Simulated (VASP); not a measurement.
# WC (P-6m2) in VASP: notebook

Runs on WC. Level: PBE. Tasks: single point.

Everything below comes from runs of VASP 6.6.1. Logs are shortened: lines on timing, memory, paths and dates and some standing lists are left out, and cuts for length are marked.

## (1) The cell of the first run

Symmetry: P-6m2, No. 187, hexagonal system. Conventional cell: a = 2.668 Å, b = 2.668 Å, c = 2.716 Å, α = 90.00°, β = 90.00°, γ = 120.00°. W (site symmetry -6m2) has 6 C at 2.05 Å and 6 W at 2.67 Å within 2.7 Å. Within 2.7 Å of C (site symmetry -6m2) lie 6 W at 2.05 Å and 6 C at 2.67 Å.

## (2) Single point, PBE (strain -0.080 along x and y, -0.040 along z)

File INCAR:

```
SYSTEM = WC
PREC     = Accurate       ! precision mode
ENCUT    = 520            ! plane-wave cutoff, eV
EDIFF    = 1E-7           ! SCF threshold, eV
ISMEAR   = 0              ! smearing method
SIGMA    = 0.15           ! smearing width, eV
LREAL    = .FALSE.        ! projectors in reciprocal space
LASPH    = .TRUE.         ! aspherical terms in the spheres
NELM     = 80             ! most SCF steps
ALGO     = Normal         ! electronic algorithm
ISIF     = 2              ! what is computed and relaxed
LWAVE    = .FALSE.        ! write WAVECAR
LCHARG   = .FALSE.        ! write CHGCAR
GGA      = PE             ! functional
NBANDS   = 16             ! bands
```

File KPOINTS:

```
regular mesh
0
G
  18 18 16
  0 0 0
```

File POSCAR:

```
WC
1.0
    2.6684613211      0.0000000000      0.0000000000
   -1.3342306606      2.3109552931      0.0000000000
    0.0000000000      0.0000000000      2.7158400000
W C
1 1
Direct
    0.0000000000      0.0000000000      0.0000000000
    0.6666666667      0.3333333333      0.5000000000
```

Potentials or basis: VASP PAW PBE potentials, release 64 (W_sv, C).

Started as:

```sh
cat potpaw_PBE.64/W_sv/POTCAR potpaw_PBE.64/C/POTCAR > POTCAR
mpirun -np 1 vasp_std > vasp.out
```

OUTCAR:

```text
SYSTEM = WC
   PREC = Accurate
   ENCUT = 520
   EDIFF = 1E-7
   ISMEAR = 0
   LREAL = .FALSE.
   LASPH = .TRUE.
   NELM = 80
   ISIF = 2
   GGA = PE

 ion  position               nearest neighbor table
   1  0.000  0.000  0.000-   2 2.05   2 2.05   2 2.05   2 2.05   2 2.05   2 2.05
   2  0.667  0.333  0.500-   1 2.05   1 2.05   1 2.05   1 2.05   1 2.05   1 2.05

  LATTYP: Found a hexagonal cell.
 ALAT       =     2.6684613211
 C/A-ratio  =     1.0177550555

  Lattice vectors:

 A1 = (   2.6684613211,   0.0000000000,   0.0000000000)
 A2 = (  -1.3342306606,   2.3109552931,   0.0000000000)
 A3 = (   0.0000000000,   0.0000000000,   2.7158400000)

Analysis of symmetry for initial positions (statically):
=====================================================================
 Subroutine PRICEL returns:
 Original cell was already a primitive cell.

 Routine SETGRP: Setting up the symmetry group for a
 hexagonal supercell.

 Subroutine GETGRP returns: Found 12 space group operations
 (whereof 12 operations were pure point group operations)
 out of a pool of 24 trial point group operations.

The static configuration has the point symmetry D_3h.

Analysis of symmetry for dynamics (positions and initial velocities):
=====================================================================
 Subroutine PRICEL returns:
 Original cell was already a primitive cell.

 Routine SETGRP: Setting up the symmetry group for a
 hexagonal supercell.

 Subroutine GETGRP returns: Found 12 space group operations
 (whereof 12 operations were pure point group operations)
 out of a pool of 24 trial point group operations.

The dynamic configuration has the point symmetry D_3h.

 Subroutine INISYM returns: Found 12 space group operations
 (whereof 12 operations are pure point group operations),
 and found     1 'primitive' translations

----------------------------------------------------------------------------------------

                                     Primitive cell

  volume of cell :      16.7478

  direct lattice vectors                    reciprocal lattice vectors
     2.668461321  0.000000000  0.000000000     0.374747796  0.216360741  0.000000000
    -1.334230661  2.310955293  0.000000000     0.000000000  0.432721482  0.000000000
     0.000000000  0.000000000  2.715840000     0.000000000  0.000000000  0.368210204

  length of vectors
     2.668461321  2.668461321  2.715840000     0.432721482  0.432721482  0.368210204

  position of ions in fractional coordinates (direct lattice)
     0.000000000  0.000000000  0.000000000
     0.666666667  0.333333333  0.500000000

  ion indices of the primitive-cell ions
   primitive index   ion index
                 1           1
                 2           2

----------------------------------------------------------------------------------------

 KPOINTS: regular mesh

Automatic generation of k-mesh.
 Grid dimensions read from file:
 generate k-points for:   18   18   16

 Generating k-lattice:

  Cartesian coordinates                     Fractional coordinates (reciprocal lattice)
     0.020819322  0.012020041  0.000000000     0.055555556 -0.000000000  0.000000000
     0.000000000  0.024040082  0.000000000     0.000000000  0.055555556  0.000000000
     0.000000000  0.000000000  0.023013138     0.000000000  0.000000000  0.062500000

  Length of vectors
     0.024040082  0.024040082  0.023013138

  Shift w.r.t. Gamma in fractional coordinates (k-lattice)
     0.000000000  0.000000000  0.000000000

 Subroutine IBZKPT returns following result:
 ===========================================

 Found    333 irreducible k-points:

 Following reciprocal coordinates:
            Coordinates               Weight
  0.000000  0.000000  0.000000      1.000000
  0.055556 -0.000000  0.000000      6.000000
  0.111111 -0.000000  0.000000      6.000000
  0.166667 -0.000000  0.000000      6.000000
  0.222222 -0.000000  0.000000      6.000000
  0.277778  0.000000  0.000000      6.000000
[... 16 lines left out ...]
  0.333333  0.111111  0.000000     12.000000
  0.388889  0.111111  0.000000     12.000000
 [... further k-points ...]
   k-points           NKPTS =    333   k-points in BZ     NKDIM =    333   number of bands    NBANDS=     16
   number of dos      NEDOS =    301   number of ions     NIONS =      2
   total plane-waves  NPLWV =   8000
   dimension x,y,z NGX =    20 NGY =   20 NGZ =   20
   dimension x,y,z NGXF=    40 NGYF=   40 NGZF=   40
   ions per type =               1   1
   NGX,Y,Z   is equivalent  to a cutoff of  12.46, 12.46, 12.24 a.u.
   NGXF,Y,Z  is equivalent  to a cutoff of  24.92, 24.92, 24.49 a.u.
 SYSTEM =  WC
   PREC   = accura    normal or accurate (medium, high low for compatibility)
   ISTART =      0    job   : 0-new  1-cont  2-samecut
   ICHARG =      2    charge: 1-file 2-atom 10-const
   ISPIN  =      1    spin polarized calculation?
   LNONCOLLINEAR =      F non collinear calculations
   LSORBIT =      F    spin-orbit coupling
   LASPH  =      T    aspherical Exc in radial PAW
   ENCUT  =  520.0 eV  38.22 Ry    6.18 a.u.   4.96  4.96  5.05*2*pi/ulx,y,z
   NELM   =     80;   NELMIN=  2; NELMDL= -5     # of ELM steps
   EDIFF  = 0.1E-06   stopping-criterion for ELM
   LREAL  =      F    real-space projection
   EDIFFG = 0.1E-05   stopping-criterion for IOM
   NSW    =      0    number of steps for IOM
   IBRION =     -1    ionic relax: 0-MD 1-quasi-New 2-CG
   NFREE  =      0    steps in history (QN), initial steepest desc. (CG)
   ISIF   =      2    stress and relaxation
   ISYM   =      2    0-nonsym 1-usesym 2-fastsym
   POTIM  = 0.5000    time-step for ionic-motion
   TEBEG  =    0.0;   TEEND  =   0.0 temperature during run
   PSTRESS=    0.0 pullay stress
   NELECT =      18.0000    total number of electrons
   NUPDOWN=      -1.0000    fix difference up-down
   EMIN   =  10.00;   EMAX   =-10.00  energy-range for DOS
   EFERMI =   0.00;   METHOD = LEGACY
   ISMEAR =     0;   SIGMA  =   0.15  broadening in eV -4-tet -1-fermi 0-gaus
   EFERMI_NEDOS =   21; number of points for ismear=-14 and -15
   IALGO  =     38    algorithm
   IMIX   =      4    mixing-type and parameters
     AMIX     =   0.40;   BMIX     =  1.00
     AMIX_MAG =   1.60;   BMIX_MAG =  1.00
  volume/ion in A,a.u.               =       8.37        56.51
  Fermi-wavevector in a.u.,A,eV,Ry     =   1.676924  3.168927 38.260604  2.812075
  Thomas-Fermi vector in A             =   2.761281
   LORBIT       =      0    0 simple, 1 ext, 2 COOP (PROOUT), +10 PAW based schemes
   GGA     = PE    functional components
   LHFCALC =     F    Hartree Fock is set to
   AEXX    =    0.0000 exact exchange contribution
   IVDW    =     0    specifies the selected vdW correction
   LEPSILON=     F    determine dielectric tensor
   LRPA    =     F    only Hartree local field effects (RPA)
 non-spin polarized calculation
 Gauss-broadening in eV      SIGMA  =   0.15
  energy-cutoff  :      520.00
  volume of cell :       16.75
 maximum number of plane-waves:       468
 NGX is ok and might be reduce to    20
   NGX =  9   NGY =  9   NGZ = 11

 number of electron      18.0000002 magnetization

 Free energy of the ion-electron system (eV)
  ---------------------------------------------------
  ext. energy  EPLUGINS =         0.00000000
  ---------------------------------------------------
  free energy    TOTEN  =       -20.81519238 eV

  energy without entropy =      -20.81226500  energy(sigma->0) =      -20.81372869

 E-fermi :  14.5127     XC(G=0): -15.0420

 val. band max:       14.5011309093   @ k =   0.3333   0.3333   0.0000
 cond. band min:      14.5154019610   @ k =   0.4444  -0.0000   0.3750
 fundamental gap:      0.0142710517
 Fermi energy:        14.5127159431

 k-point     1 :       0.0000    0.0000    0.0000
  band No.  band energies     occupation
      1     -59.2091      2.00000
      2     -23.2988      2.00000
      3     -22.8309      2.00000
      4     -22.8309      2.00000
      5      -1.7078      2.00000
      6       8.6279      2.00000
[... 8 lines left out ...]
     15      31.1970      0.00000
     16      33.4695      0.00000

 k-point     2 :       0.0556   -0.0000    0.0000
  band No.  band energies     occupation
      1     -59.2036      2.00000
      2     -23.2901      2.00000
      3     -22.8945      2.00000
      4     -22.8445      2.00000
      5      -1.5950      2.00000
      6       8.7021      2.00000
[... 8 lines left out ...]
     15      30.8147      0.00000
     16      33.6966      0.00000

 k-point     3 :       0.1111   -0.0000    0.0000
  band No.  band energies     occupation
      1     -59.1880      2.00000
      2     -23.2651      2.00000
      3     -23.0746      2.00000
      4     -22.8834      2.00000
      5      -1.2697      2.00000
      6       8.8367      2.00000
[... 8 lines left out ...]
     15      30.2164      0.00000
     16      34.3510      0.00000

 k-point     4 :       0.1667   -0.0000    0.0000
  band No.  band energies     occupation
      1     -59.1639      2.00000
      2     -23.3426      2.00000
      3     -23.2265      2.00000
      4     -22.9425      2.00000
      5      -0.7680      2.00000
      6       8.6365      2.00000
[... 8 lines left out ...]
     15      29.8200      0.00000
     16      34.5647      0.00000
[... 324 lines left out ...]
 k-point    22 :       0.2778    0.1111    0.0000
  band No.  band energies     occupation
      1     -59.0645      2.00000
      2     -24.2688      2.00000
      3     -23.2782      2.00000
      4     -23.0660      2.00000
      5       1.5108      2.00000
      6       7.0130      2.00000
[... 8 lines left out ...]
     15      32.1259      0.00000
     16      34.5361      0.00000

 k-point    23 :       0.3333    0.1111    0.0000
  band No.  band energies     occupation
      1     -59.0414      2.00000
      2     -24.4701      2.00000
      3     -23.3515      2.00000
      4     -23.0285      2.00000
      5       2.1285      2.00000
      6       6.7224      2.00000
[... 8 lines left out ...]
     15      32.0810      0.00000
     16      34.6561      0.00000

 k-point    24 :       0.3889    0.1111    0.0000
  band No.  band energies     occupation
      1     -59.0263      2.00000
      2     -24.5991      2.00000
      3     -23.3989      2.00000
      4     -23.0039      2.00000
      5       2.5652      2.00000
      6       6.5773      2.00000
[... 8 lines left out ...]
     15      31.2401      0.00000
     16      35.5647      0.00000

 [... further k-points ...]

------------------------ aborting loop because EDIFF is reached ----------------------------------------

  FORCE on cell =-STRESS in cart. coord.  units (eV):
  Direction    XX          YY          ZZ          XY          YZ          ZX
  --------------------------------------------------------------------------------------
  -------------------------------------------------------------------------------------
  Total       15.9748127     15.9748127     12.9268206     -0.0000000      0.0000000      0.0000000
  in kB     1528.2335145   1528.2335145   1236.6467661     -0.0000000      0.0000000      0.0000000
  external PRESSURE =    1431.0379317 kB  Pullay stress =       0.0000000 kB

 VOLUME and BASIS-vectors are now :
 -----------------------------------------------------------------------------
  energy-cutoff  :      520.00
  volume of cell :       16.75
      direct lattice vectors                 reciprocal lattice vectors
     2.668461321  0.000000000  0.000000000     0.374747796  0.216360741  0.000000000
    -1.334230661  2.310955293  0.000000000     0.000000000  0.432721482  0.000000000
     0.000000000  0.000000000  2.715840000     0.000000000  0.000000000  0.368210204

 POSITION                                       TOTAL-FORCE (eV/Angst)
 -----------------------------------------------------------------------------------
      0.00000      0.00000      0.00000        -0.000000      0.000000      0.000000
      1.33423      0.77032      1.35792         0.000000      0.000000      0.000000
 -----------------------------------------------------------------------------------
    total drift:                                0.000000     -0.000000      0.000000

  FREE ENERGIE OF THE ION-ELECTRON SYSTEM (eV)
  ---------------------------------------------------
  free  energy   TOTEN  =       -20.8151923815 eV

  energy  without entropy=      -20.8122650015  energy(sigma->0) =      -20.81372869
```

Wall time 61 s (1 thread of Intel Xeon Platinum 8488C (Sapphire Rapids), shared host); peak memory 0.2 GiB.

Results:

```
Free energy            : -20.8152 eV
Pressure               : 143.1 GPa
Band gap on the k mesh : zero (band 9 reaches 15.30 eV, above the bottom of band 10 at 13.47 eV)
```

Stress tensor (GPa, compression positive):
```
152.82   0.00   0.00
  0.00 152.82   0.00
  0.00   0.00 123.66
```

Levels at points of the mesh, in eV from the Fermi level:
| k point | band 5 | band 6 | band 7 | band 8 | band 9 | band 10 | band 11 | band 12 | band 13 | band 14 |
| --- | --- | --- | --- | --- | --- | --- | --- | --- | --- | --- |
| (0.00, 0.00, 0.00) | -16.22 | -5.88 | -4.10 | -4.10 | -0.34 | 4.16 | 4.16 | 6.58 | 6.58 | 7.95 |
| (0.50, 0.00, 0.00) | -12.12 | -8.00 | -5.34 | -4.81 | -0.36 | 2.75 | 6.27 | 6.95 | 7.76 | 11.01 |
| (0.00, 0.00, 0.50) | -10.96 | -10.19 | -2.26 | -2.26 | -1.05 | -1.05 | 3.55 | 5.26 | 5.26 | 11.11 |
| (0.50, 0.00, 0.50) | -13.10 | -8.05 | -5.30 | -4.84 | 0.79 | 6.25 | 6.67 | 8.49 | 11.57 | 13.45 |

Caveat: the cell differs from its parent crystal (strain -0.080 along x and y, -0.040 along z); spin-orbit coupling is left out, which moves the levels of the heavy elements.

(Continued in part 2 of 2.)
